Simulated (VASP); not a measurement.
Runs of VASP 6.6.1 on Mo. The structure is that of space group Im-3m (No. 229), or close to it. The cells are those of the table. 

| cell | gap on the mesh (eV) | pressure (GPa) |
| --- | --- | --- |
| a = 2.688 Å, angles 109.5°, 1 atom | none | 15.9 |
| a = 2.761 Å, angles 109.5°, 1 atom | none | (a) |
| a = 2.796 Å, angles 109.5°, 1 atom | none | -14.0 |
| a = 2.612 Å, angles 109.5°, 1 atom | none | 49.9 |
| a = 2.830 Å, angles 109.5°, 1 atom | none | (b) |

Alike in all rows: task single point; level PBE; potentials or basis VASP PAW PBE potentials, release 64 (Mo_sv); no spin polarisation; k mesh 13 × 13 × 13; cutoff (eV) 520; smearing methfessel-paxton 0.1 eV.

**Question.** Fill in the values left out.

**Answer.** (a) -6.1; (b) -20.5.

A k mesh can miss the band edges, and the runs leave out spin-orbit coupling on Mo.

A gap of «none» marks levels without a gap at the run's occupations.
